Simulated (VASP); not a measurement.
# Hf (I4/mmm) in VASP: further runs

The runs below take Hf through single point, with LDA.

All numbers are computed with VASP 6.6.1; they aren't measurements. Logs are shortened: lines on timing, memory, paths and dates and some standing lists are left out, and cuts for length are marked.

### 1 The cell of the first run

The structure is tetragonal, space group I4/mmm (No. 139). Conventional cell: a = 3.417 Å, b = 3.417 Å, c = 3.549 Å, α = 90.00°, β = 90.00°, γ = 90.00°. Within 3.9 Å of Hf (site symmetry 4/mmm) lie 14 Hf at 3.00 to 3.55 Å.

### 2 Single point, LDA (20.72 Å³/atom)

Contents of INCAR:

```
PREC = Accurate
ENCUT = 520
EDIFF = 1E-6
ISMEAR = 0
SIGMA = 0.15
LREAL = False
LASPH = True
NELM = 100
ALGO = Fast
ISIF = 2
LWAVE = False
LCHARG = False
NBANDS = 11
```

Contents of KPOINTS:

```
Automatic mesh
0
Gamma
  20 20 20
```

Contents of POSCAR:

```
Hf
1.0
    0.0000000000      2.4163190319      1.7743030651
    2.4163190319      0.0000000000      1.7743030651
    2.4163190319      2.4163190319      0.0000000000
Hf
1
Direct
    0.0000000000      0.0000000000      0.0000000000
```

Potentials or basis: VASP PAW LDA potentials, release 64 (Hf_pv).

Launch:

```console
cat potpaw_LDA.64/Hf_pv/POTCAR > POTCAR
mpirun -np 1 vasp_std > vasp.out
```

OUTCAR:

```text
PREC = Accurate
   ENCUT = 520
   EDIFF = 1E-6
   ISMEAR = 0
   LREAL = False
   LASPH = True
   NELM = 100
   ISIF = 2

 ion  position               nearest neighbor table
   1  0.000  0.000  0.000-

  LATTYP: Found a body centered tetragonal cell.
 ALAT       =     3.4171911459
 C/A-ratio  =     1.0384570188

  Lattice vectors:

 A1 = (   0.0000000000,  -2.4163190319,  -1.7743030651)
 A2 = (   0.0000000000,   2.4163190319,  -1.7743030651)
 A3 = (   2.4163190319,   0.0000000000,   1.7743030651)

Analysis of symmetry for initial positions (statically):
=====================================================================
 Subroutine PRICEL returns:
 Original cell was already a primitive cell.

 Routine SETGRP: Setting up the symmetry group for a
 body centered tetragonal supercell.

 Subroutine GETGRP returns: Found 16 space group operations
 (whereof 16 operations were pure point group operations)
 out of a pool of 16 trial point group operations.

The static configuration has the point symmetry D_4h.

Analysis of symmetry for dynamics (positions and initial velocities):
=====================================================================
 Subroutine PRICEL returns:
 Original cell was already a primitive cell.

 Routine SETGRP: Setting up the symmetry group for a
 body centered tetragonal supercell.

 Subroutine GETGRP returns: Found 16 space group operations
 (whereof 16 operations were pure point group operations)
 out of a pool of 16 trial point group operations.

The dynamic configuration has the point symmetry D_4h.

 Subroutine INISYM returns: Found 16 space group operations
 (whereof 16 operations are pure point group operations),
 and found     1 'primitive' translations

----------------------------------------------------------------------------------------

                                     Primitive cell

  volume of cell :      20.7189

  direct lattice vectors                    reciprocal lattice vectors
     0.000000000  2.416319032  1.774303065    -0.206926318  0.206926318  0.281800787
     2.416319032  0.000000000  1.774303065     0.206926318 -0.206926318  0.281800787
     2.416319032  2.416319032  0.000000000     0.206926318  0.206926318 -0.281800787

  length of vectors
     2.997790692  2.997790692  3.417191146     0.406261844  0.406261844  0.406261844

  position of ions in fractional coordinates (direct lattice)
     0.000000000  0.000000000  0.000000000

  ion indices of the primitive-cell ions
   primitive index   ion index
                 1           1

----------------------------------------------------------------------------------------

 KPOINTS: Automatic mesh

Automatic generation of k-mesh.
 Grid dimensions read from file:
 generate k-points for:   20   20   20

 Generating k-lattice:

  Cartesian coordinates                     Fractional coordinates (reciprocal lattice)
    -0.010346316  0.010346316  0.014090039     0.050000000 -0.000000000  0.000000000
     0.010346316 -0.010346316  0.014090039    -0.000000000  0.050000000  0.000000000
     0.010346316  0.010346316 -0.014090039     0.000000000  0.000000000  0.050000000

  Length of vectors
     0.020313092  0.020313092  0.020313092

  Shift w.r.t. Gamma in fractional coordinates (k-lattice)
     0.000000000  0.000000000  0.000000000

 Subroutine IBZKPT returns following result:
 ===========================================

 Found    641 irreducible k-points:

 Following reciprocal coordinates:
            Coordinates               Weight
  0.000000  0.000000  0.000000      1.000000
  0.050000  0.000000  0.000000      8.000000
  0.100000 -0.000000  0.000000      8.000000
  0.150000  0.000000  0.000000      8.000000
  0.200000 -0.000000  0.000000      8.000000
  0.250000 -0.000000  0.000000      8.000000
[... 16 lines left out ...]
 -0.400000  0.050000  0.000000      8.000000
 -0.350000  0.050000  0.000000      8.000000
 [... further k-points ...]
   k-points           NKPTS =    641   k-points in BZ     NKDIM =    641   number of bands    NBANDS=     11
   number of dos      NEDOS =    301   number of ions     NIONS =      1
   total plane-waves  NPLWV =  16128
   dimension x,y,z NGX =    24 NGY =   24 NGZ =   28
   dimension x,y,z NGXF=    48 NGYF=   48 NGZF=   56
   ions per type =               1
   NGX,Y,Z   is equivalent  to a cutoff of  13.31, 13.31, 13.62 a.u.
   NGXF,Y,Z  is equivalent  to a cutoff of  26.62, 26.62, 27.24 a.u.
 SYSTEM =  unknown system
   PREC   = accura    normal or accurate (medium, high low for compatibility)
   ISTART =      0    job   : 0-new  1-cont  2-samecut
   ICHARG =      2    charge: 1-file 2-atom 10-const
   ISPIN  =      1    spin polarized calculation?
   LNONCOLLINEAR =      F non collinear calculations
   LSORBIT =      F    spin-orbit coupling
   LASPH  =      T    aspherical Exc in radial PAW
   ENCUT  =  520.0 eV  38.22 Ry    6.18 a.u.   5.57  5.57  6.35*2*pi/ulx,y,z
   NELM   =    100;   NELMIN=  2; NELMDL= -5     # of ELM steps
   EDIFF  = 0.1E-05   stopping-criterion for ELM
   LREAL  =      F    real-space projection
   EDIFFG = 0.1E-04   stopping-criterion for IOM
   NSW    =      0    number of steps for IOM
   IBRION =     -1    ionic relax: 0-MD 1-quasi-New 2-CG
   NFREE  =      0    steps in history (QN), initial steepest desc. (CG)
   ISIF   =      2    stress and relaxation
   ISYM   =      2    0-nonsym 1-usesym 2-fastsym
   POTIM  = 0.5000    time-step for ionic-motion
   TEBEG  =    0.0;   TEEND  =   0.0 temperature during run
   PSTRESS=    0.0 pullay stress
   NELECT =      10.0000    total number of electrons
   NUPDOWN=      -1.0000    fix difference up-down
   EMIN   =  10.00;   EMAX   =-10.00  energy-range for DOS
   EFERMI =   0.00;   METHOD = LEGACY
   ISMEAR =     0;   SIGMA  =   0.15  broadening in eV -4-tet -1-fermi 0-gaus
   EFERMI_NEDOS =   21; number of points for ismear=-14 and -15
   IALGO  =     68    algorithm
   IMIX   =      4    mixing-type and parameters
     AMIX     =   0.40;   BMIX     =  1.00
     AMIX_MAG =   1.60;   BMIX_MAG =  1.00
  volume/ion in A,a.u.               =      20.72       139.82
  Fermi-wavevector in a.u.,A,eV,Ry     =   1.284161  2.426712 22.436943  1.649069
  Thomas-Fermi vector in A             =   2.416371
   LORBIT       =      0    0 simple, 1 ext, 2 COOP (PROOUT), +10 PAW based schemes
   GGA     = CA    functional components
   LHFCALC =     F    Hartree Fock is set to
   AEXX    =    0.0000 exact exchange contribution
   IVDW    =     0    specifies the selected vdW correction
   LEPSILON=     F    determine dielectric tensor
   LRPA    =     F    only Hartree local field effects (RPA)
 non-spin polarized calculation
 RMM-DIIS sequential band-by-band and
 Gauss-broadening in eV      SIGMA  =   0.15
  energy-cutoff  :      520.00
  volume of cell :       20.72
 maximum number of plane-waves:       575
   NGX = 11   NGY = 11   NGZ = 13

 number of electron      10.0000000 magnetization

 Free energy of the ion-electron system (eV)
  ---------------------------------------------------
  ext. energy  EPLUGINS =         0.00000000
  ---------------------------------------------------
  free energy    TOTEN  =       -10.55875516 eV

  energy without entropy =      -10.53987983  energy(sigma->0) =      -10.54931750

 E-fermi :   4.9856     XC(G=0): -11.8215

 val. band max:        4.9841846719   @ k =   0.3500   0.0500   0.1500
 cond. band min:       4.9871244371   @ k =   0.4500   0.1500   0.0500
 fundamental gap:      0.0029397651
 Fermi energy:         4.9855736732

 k-point     1 :       0.0000    0.0000    0.0000
  band No.  band energies     occupation
      1     -24.3895      2.00000
      2     -24.3875      2.00000
      3     -24.3875      2.00000
      4      -2.2225      2.00000
      5       6.3520      0.00000
      6       6.3520      0.00000
      7       6.7921      0.00000
      8       9.1865      0.00000
      9       9.8055      0.00000
     10      18.3287      0.00000
     11      18.9442      0.00000

 k-point     2 :       0.0500    0.0000    0.0000
  band No.  band energies     occupation
      1     -24.4173      2.00000
      2     -24.3959      2.00000
      3     -24.3885      2.00000
      4      -2.1210      2.00000
      5       6.3312      0.00000
      6       6.3577      0.00000
      7       6.8160      0.00000
      8       9.0969      0.00000
      9       9.7652      0.00000
     10      18.5251      0.00000
     11      19.1280      0.00000

 k-point     3 :       0.1000   -0.0000    0.0000
  band No.  band energies     occupation
      1     -24.5003      2.00000
      2     -24.4202      2.00000
      3     -24.3885      2.00000
      4      -1.8244      2.00000
      5       6.2464      0.00000
      6       6.2556      0.00000
      7       7.0197      0.00000
      8       8.8792      0.00000
      9       9.6973      0.00000
     10      17.5829      0.00000
     11      18.9260      0.00000

 k-point     4 :       0.1500    0.0000    0.0000
  band No.  band energies     occupation
      1     -24.6272      2.00000
      2     -24.4579      2.00000
      3     -24.3885      2.00000
      4      -1.3571      2.00000
      5       6.0072      0.00000
      6       6.0518      0.00000
      7       7.4720      0.00000
      8       8.6924      0.00000
      9       9.6562      0.00000
     10      17.5817      0.00000
     11      19.2825      0.00000
[... 239 lines left out ...]
 k-point    22 :      -0.4500    0.0500    0.0000
  band No.  band energies     occupation
      1     -25.4377      2.00000
      2     -24.7217      2.00000
      3     -24.4100      2.00000
      4       1.4358      2.00000
      5       4.5923      1.99979
      6       6.0479      0.00000
      7       8.8945      0.00000
      8      10.5868      0.00000
      9      12.7788      0.00000
     10      16.2626      0.00000
     11      16.5636      0.00000

 k-point    23 :      -0.4000    0.0500    0.0000
  band No.  band energies     occupation
      1     -25.3689      2.00000
      2     -24.6983      2.00000
      3     -24.4114      2.00000
      4       1.3353      2.00000
      5       4.7064      1.99152
      6       5.6624      0.00000
      7       8.8923      0.00000
      8      10.4779      0.00000
      9      11.9160      0.00000
     10      16.7397      0.00000
     11      17.1269      0.00000

 k-point    24 :      -0.3500    0.0500    0.0000
  band No.  band energies     occupation
      1     -25.2590      2.00000
      2     -24.6619      2.00000
      3     -24.4128      2.00000
      4       1.0793      2.00000
      5       4.8941      1.61155
      6       5.3499      0.00059
      7       8.7462      0.00000
      8      10.3553      0.00000
      9      10.8706      0.00000
     10      17.4077      0.00000
     11      18.0465      0.00000

 [... further k-points ...]

------------------------ aborting loop because EDIFF is reached ----------------------------------------

  FORCE on cell =-STRESS in cart. coord.  units (eV):
  Direction    XX          YY          ZZ          XY          YZ          ZX
  --------------------------------------------------------------------------------------
  -------------------------------------------------------------------------------------
  Total       -0.2337071     -0.2337071     -0.1034813      0.0000000      0.0000000      0.0000000
  in kB      -18.0724100    -18.0724100     -8.0021415      0.0000000      0.0000000      0.0000000
  external PRESSURE =     -14.7156539 kB  Pullay stress =       0.0000000 kB

 VOLUME and BASIS-vectors are now :
 -----------------------------------------------------------------------------
  energy-cutoff  :      520.00
  volume of cell :       20.72
      direct lattice vectors                 reciprocal lattice vectors
     0.000000000  2.416319032  1.774303065    -0.206926318  0.206926318  0.281800787
     2.416319032  0.000000000  1.774303065     0.206926318 -0.206926318  0.281800787
     2.416319032  2.416319032  0.000000000     0.206926318  0.206926318 -0.281800787

 POSITION                                       TOTAL-FORCE (eV/Angst)
 -----------------------------------------------------------------------------------
      0.00000      0.00000      0.00000        -0.000000      0.000000      0.000000
 -----------------------------------------------------------------------------------
    total drift:                               -0.000000     -0.000000      0.000000

  FREE ENERGIE OF THE ION-ELECTRON SYSTEM (eV)
  ---------------------------------------------------
  free  energy   TOTEN  =       -10.5587551625 eV

  energy  without entropy=      -10.5398798300  energy(sigma->0) =      -10.54931750
```

Wall time 3.2 min (1 thread of Intel Xeon 8259CL, shared host); peak memory 0.26 GiB.

What came out:

| Item | Value |
| --- | --- |
| Free energy | -10.5588 eV |
| Pressure | -1.5 GPa |
| Band gap on the k mesh | zero (bands 5 and 6 overlap by 2.20 eV) |

Stress tensor (GPa, compression positive):
```
-1.81  0.00  0.00
 0.00 -1.81  0.00
 0.00  0.00 -0.80
```

Caveat: spin-orbit coupling is left out, which moves the levels of the heavy elements.

### 3 Single point, LDA (20.72 Å³/atom)

Contents of INCAR:

```
PREC = Accurate
ENCUT = 520
EDIFF = 1E-6
ISMEAR = 0
SIGMA = 0.15
LREAL = False
LASPH = True
NELM = 60
ALGO = Fast
ISIF = 2
LWAVE = False
LCHARG = True
LELF = True
LVHAR = True
NBANDS = 11
```

KPOINTS is that of step 2.

Contents of POSCAR:

```
Hf
1.0
    0.0000000000      2.4793605917      1.6852213942
    2.4793605917      0.0000000000      1.6852213942
    2.4793605917      2.4793605917      0.0000000000
Hf
1
Direct
    0.0000000000      0.0000000000      0.0000000000
```

Potentials or basis: VASP PAW LDA potentials, release 64 (Hf_pv).

Launch:

```console
cat potpaw_LDA.64/Hf_pv/POTCAR > POTCAR
mpirun -np 1 vasp_std > vasp.out
```

Run time: 3.3 min. Hardware: 1 thread of Intel Xeon 8259CL, shared host; peak memory 0.26 GiB.

It converged, with:

```
Free energy            : -10.5597 eV
Pressure               : -1.5 GPa
Band gap on the k mesh : zero (bands 5 and 6 overlap by 2.21 eV)
```

Stress tensor (GPa, compression positive):
```
-0.94  0.00  0.00
 0.00 -0.94  0.00
 0.00  0.00 -2.58
```

Levels at points of the mesh, in eV from the Fermi level:
```tsv
k point	band 3	band 4	band 5	band 6	band 7	band 8
(0.00, 0.00, 0.00)	-29.37	-7.21	1.19	1.67	1.67	4.17
(0.50, 0.00, 0.00)	-29.40	-3.60	-0.85	1.63	4.49	5.69
(0.50, 0.50, 0.00)	-30.06	-2.98	-2.86	7.25	7.25	7.41
(0.50, 0.00, 0.50)	-29.36	-3.64	-0.35	1.37	3.96	5.24
```

Caveat: spin-orbit coupling is left out, which moves the levels of the heavy elements.

[end of part 1 of 2]
